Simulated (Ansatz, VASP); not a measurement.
# Two plane-wave programs on GaN

INCAR

```
SYSTEM = GaN
PREC = Accurate
ENCUT = 520
EDIFF = 1E-6
ISMEAR = 0
SIGMA = 0.05
LREAL = .FALSE.
LASPH = .TRUE.
NELM = 80
ALGO = Normal
ISIF = 2
LWAVE = .FALSE.
LCHARG = .TRUE.
GGA = PE
LELF = .TRUE.
LVHAR = .TRUE.
NBANDS = 26
```

The input KPOINTS:

```
regular mesh
0
G
  12 12 6
  0 0 0
```

The input POSCAR:

```
GaN
1.0
    3.2667053455      0.0000000000      0.0000000000
   -1.6333526728      2.8290498159      0.0000000000
    0.0000000000      0.0000000000      5.2430304311
Ga N
2 2
Direct
    0.3333333333      0.6666666667      0.9991316867
    0.6666666667      0.3333333333      0.4991316867
    0.3333333333      0.6666666667      0.3758683133
    0.6666666667      0.3333333333      0.8758683133
```

Input for Ansatz:

```yaml
crystal:
  lattice:
    - [3.2667053455, 0.0, 0.0]
    - [-1.6333526728, 2.8290498159, 0.0]
    - [0.0, 0.0, 5.2430304311]
  atoms:
    - { symbol: Ga, position: [0.3333333333, 0.6666666667, 0.9991316867] }
    - { symbol: Ga, position: [0.6666666667, 0.3333333333, 0.4991316867] }
    - { symbol: "N", position: [0.3333333333, 0.6666666667, 0.3758683133] }
    - { symbol: "N", position: [0.6666666667, 0.3333333333, 0.8758683133] }
basis:
  ecutwfc: 420
kpoints:
  mp_grid: { grid: [12, 12, 6] }
hamiltonian:
  xc: pbe
scf:
  occupations: { method: gaussian, width: 0.05 }
output:
  forces: true
  stress: true
  eigenvalues: true
```

Change from the starting cell: strain +0.015 along x and y, +0.000 along z, atoms carried along.

Alike in both runs: task single point; functional PBE; k mesh 12 × 12 × 6; occupations gaussian, width 0.05 eV; no spin polarisation.

|  | VASP | Ansatz |
| --- | --- | --- |
| version | VASP 6.6.1 | Ansatz 0.2.0 |
| potentials or method | VASP PAW PBE potentials, release 64 (Ga_d, N), cutoff 520 eV | scalar-relativistic, plane waves, PAW |
| valence electrons in the cell | 36 | 36 |

```csv
,VASP,Ansatz,Ansatz less VASP
gap on the k mesh at the Fermi level (eV),1.54,1.54,-0.003
least direct gap on the mesh (eV),1.54,1.54,-0.003
pressure (GPa),-4.6,-4.8,-0.19
"traceless stress, the component that is largest in VASP (GPa)",3.22,3.21,-0.009
rms of the force components (eV/Å),0.067,0.068,+0.0012
```

Atom by atom the forces differ by 0.001 eV/Å (rms over components). With one functional, cell and mesh, what is left measures potentials, basis and numerics.
